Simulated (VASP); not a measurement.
# LiH (I4/mmm) in VASP: a series of runs, part 2 of 2

VASP 6.6.1. The steps go on from the part before.

**4. Single point, PBEsol (strain +0.080 along x and y, +0.000 along z)**

Contents of INCAR:

```
SYSTEM = LiH
PREC     = Accurate       ! precision mode
ENCUT    = 520            ! plane-wave cutoff, eV
EDIFF    = 1E-7           ! SCF threshold, eV
ISMEAR   = 0              ! smearing method
SIGMA    = 0.05           ! smearing width, eV
LREAL    = .False.        ! projectors in reciprocal space
LASPH    = .True.         ! aspherical terms in the spheres
NELM     = 80             ! most SCF steps
ALGO     = Normal         ! electronic algorithm
ISIF     = 2              ! what is computed and relaxed
LWAVE    = .False.        ! write WAVECAR
LCHARG   = .False.        ! write CHGCAR
GGA      = PS             ! functional
NBANDS   = 9              ! bands
```

Contents of KPOINTS:

```
Automatic mesh
0
Gamma
  10 10 10
  0 0 0
```

Contents of POSCAR:

```
LiH
1.0
    0.0000000000      2.1951000000      2.0325000000
    2.1951000000      0.0000000000      2.0325000000
    2.1951000000      2.1951000000      0.0000000000
Li H
1 1
Direct
    0.0000000000      0.0000000000      0.0000000000
    0.5000000000      0.5000000000      0.5000000000
```

Potentials or basis: VASP PAW PBE potentials, release 64 (Li_sv, H).

On the command line:

```
cat potpaw_PBE.64/Li_sv/POTCAR potpaw_PBE.64/H/POTCAR > POTCAR
mpirun -np 1 vasp_std > vasp.out
```

OUTCAR:

```text
SYSTEM = LiH
   PREC = Accurate
   ENCUT = 520
   EDIFF = 1E-7
   ISMEAR = 0
   LREAL = .False.
   LASPH = .True.
   NELM = 80
   ISIF = 2
   GGA = PS

 ion  position               nearest neighbor table
   1  0.000  0.000  0.000-
   2  0.500  0.500  0.500-

  LATTYP: Found a body centered tetragonal cell.
 ALAT       =     3.1043401908
 C/A-ratio  =     1.3094570022

  Lattice vectors:

 A1 = (   0.0000000000,  -2.1951000000,  -2.0325000000)
 A2 = (   0.0000000000,   2.1951000000,  -2.0325000000)
 A3 = (   2.1951000000,   0.0000000000,   2.0325000000)

Analysis of symmetry for initial positions (statically):
=====================================================================
 Subroutine PRICEL returns:
 Original cell was already a primitive cell.

 Routine SETGRP: Setting up the symmetry group for a
 body centered tetragonal supercell.

 Subroutine GETGRP returns: Found 16 space group operations
 (whereof 16 operations were pure point group operations)
 out of a pool of 16 trial point group operations.

The static configuration has the point symmetry D_4h.

Analysis of symmetry for dynamics (positions and initial velocities):
=====================================================================
 Subroutine PRICEL returns:
 Original cell was already a primitive cell.

 Routine SETGRP: Setting up the symmetry group for a
 body centered tetragonal supercell.

 Subroutine GETGRP returns: Found 16 space group operations
 (whereof 16 operations were pure point group operations)
 out of a pool of 16 trial point group operations.

The dynamic configuration has the point symmetry D_4h.

 Subroutine INISYM returns: Found 16 space group operations
 (whereof 16 operations are pure point group operations),
 and found     1 'primitive' translations

----------------------------------------------------------------------------------------

                                     Primitive cell

[... 110 lines left out ...]
     AMIX_MAG =   1.60;   BMIX_MAG =  1.00
  volume/ion in A,a.u.               =       9.79        66.09
  Fermi-wavevector in a.u.,A,eV,Ry     =   0.964062  1.821814 12.645474  0.929416
  Thomas-Fermi vector in A             =   2.093661
   LORBIT       =      0    0 simple, 1 ext, 2 COOP (PROOUT), +10 PAW based schemes
   GGA     = PS    functional components
   LHFCALC =     F    Hartree Fock is set to
   AEXX    =    0.0000 exact exchange contribution
   IVDW    =     0    specifies the selected vdW correction
   LEPSILON=     F    determine dielectric tensor
   LRPA    =     F    only Hartree local field effects (RPA)
 non-spin polarized calculation
 Gauss-broadening in eV      SIGMA  =   0.05
  energy-cutoff  :      520.00
  volume of cell :       19.59
 maximum number of plane-waves:       544
 NGX is ok and might be reduce to    24
   NGX = 11   NGY = 11   NGZ = 11

 number of electron       3.9999993 magnetization

 Free energy of the ion-electron system (eV)
  ---------------------------------------------------
  ext. energy  EPLUGINS =         0.00000000
  ---------------------------------------------------
  free energy    TOTEN  =        -6.03556550 eV

  energy without entropy =       -6.03556550  energy(sigma->0) =       -6.03556550

 E-fermi :  -0.0418     XC(G=0):  -7.9930

 val. band max:       -0.3343726003   @ k =   0.5000   0.5000   0.0000
 cond. band min:       1.9130102977   @ k =   0.5000   0.0000   0.5000
 fundamental gap:      2.2473828980
 Fermi energy:        -0.0417554081

 k-point     1 :       0.0000    0.0000    0.0000
  band No.  band energies     occupation
      1     -44.6011      2.00000
      2      -5.4940      2.00000
      3      12.9689      0.00000
      4      14.8371      0.00000
      5      15.4454      0.00000
      6      15.4454      0.00000
      7      19.3852      0.00000
      8      19.3852      0.00000
      9      19.7655      0.00000
[... 265 lines left out ...]
 k-point    24 :       0.4000    0.3000    0.0000
  band No.  band energies     occupation
      1     -44.5736      2.00000
      2      -2.4693      2.00000
      3       5.9341      0.00000
      4       8.3849      0.00000
      5       9.2935      0.00000
      6      13.1935      0.00000
      7      14.2091      0.00000
      8      25.0464      0.00000
      9      25.4653      0.00000

 [... further k-points ...]
[... 5 lines left out ...]
  --------------------------------------------------------------------------------------
  -------------------------------------------------------------------------------------
  Total       -0.7863965     -0.7863965     -0.4380139      0.0000000     -0.0000000      0.0000000
  in kB      -64.3254694    -64.3254694    -35.8285562      0.0000000     -0.0000000      0.0000000
  external PRESSURE =     -54.8264983 kB  Pullay stress =       0.0000000 kB

 VOLUME and BASIS-vectors are now :
 -----------------------------------------------------------------------------
  energy-cutoff  :      520.00
  volume of cell :       19.59
      direct lattice vectors                 reciprocal lattice vectors
     0.000000000  2.195100000  2.032500000    -0.227780056  0.227780056  0.246002460
     2.195100000  0.000000000  2.032500000     0.227780056 -0.227780056  0.246002460
     2.195100000  2.195100000  0.000000000     0.227780056  0.227780056 -0.246002460

 POSITION                                       TOTAL-FORCE (eV/Angst)
 -----------------------------------------------------------------------------------
      0.00000      0.00000      0.00000        -0.000000      0.000000     -0.000000
      2.19510      2.19510      2.03250         0.000000     -0.000000      0.000000
 -----------------------------------------------------------------------------------
    total drift:                                0.000000     -0.000000     -0.000000

  FREE ENERGIE OF THE ION-ELECTRON SYSTEM (eV)
  ---------------------------------------------------
  free  energy   TOTEN  =        -6.0355655002 eV

  energy  without entropy=       -6.0355655002  energy(sigma->0) =       -6.03556550
```

OSZICAR:

```text
N       E                     dE             d eps       ncg     rms          rms(c)
DAV:   1    -0.145962098582E+01   -0.14596E+01   -0.13902E+03  1860   0.403E+02
DAV:   2    -0.616419692419E+01   -0.47046E+01   -0.46122E+01  2479   0.536E+01
DAV:   3    -0.625241101195E+01   -0.88214E-01   -0.88169E-01  2314   0.598E+00
DAV:   4    -0.625342161032E+01   -0.10106E-02   -0.10105E-02  2518   0.494E-01
DAV:   5    -0.625342718101E+01   -0.55707E-05   -0.55707E-05  2363   0.293E-02    0.263E+00
DAV:   6    -0.608505913881E+01    0.16837E+00   -0.16016E-01  2057   0.113E+00    0.128E+00
DAV:   7    -0.603419410328E+01    0.50865E-01   -0.17589E-01  2155   0.138E+00    0.211E-01
DAV:   8    -0.603559886747E+01   -0.14048E-02   -0.44369E-03  2129   0.440E-01    0.332E-02
DAV:   9    -0.603556540033E+01    0.33467E-04   -0.11035E-04  2395   0.367E-02    0.106E-02
DAV:  10    -0.603556590324E+01   -0.50290E-06   -0.50806E-06  2169   0.157E-02    0.288E-03
DAV:  11    -0.603556569529E+01    0.20794E-06   -0.25714E-07  2377   0.350E-03    0.959E-04
DAV:  12    -0.603556542273E+01    0.27256E-06   -0.19950E-08  1224   0.755E-04    0.492E-04
DAV:  13    -0.603556550020E+01   -0.77461E-07   -0.40876E-09  1108   0.389E-04
   1 F= -.60355655E+01 E0= -.60355655E+01  d E =-.376565E-19
```

Wall time 12 s (1 thread of Intel Xeon Platinum 8488C (Sapphire Rapids), shared host); peak memory 0.14 GiB.

Results:

```yaml
Free_energy: -6.0356 eV
Band_gap_on_the_k_mesh: 2.25 eV, indirect (least direct gap 2.77 eV)
```

Caveat: the cell differs from its parent crystal (strain +0.080 along x and y, +0.000 along z); the cutoff is under 1.25 times the usual one of these potentials, so pressure, stress and relaxed cells hold a basis-set (Pulay) error; the PAW data sets were made with another functional, which shifts forces and pressure a little. A k mesh can miss the band edges.

**5. Overview**

```csv
cell,gap on the mesh (eV)
"a = 2.877, b = 2.877, c = 2.989 Å, angles 58.7, 58.7, 62.6°, 2 atoms",2.10
"a = 2.937, b = 2.937, c = 3.104 Å, angles 58.1, 58.1, 63.8°, 2 atoms",1.90
"a = 2.992, b = 2.992, c = 3.104 Å, angles 58.7, 58.7, 62.5°, 2 atoms",2.25
```

Alike in all rows: task single point; level PBEsol; potentials or basis VASP PAW PBE potentials, release 64 (Li_sv, H); no spin polarisation; k mesh 10 × 10 × 10; cutoff (eV) 520; smearing gaussian 0.05 eV.

Caveats: the cutoff is under 1.25 times the usual one of these potentials, so pressure, stress and relaxed cells hold a basis-set (Pulay) error; the PAW data sets were made with another functional, which shifts forces and pressure a little.

Absolute energies hang on the potentials; compare differences alone.
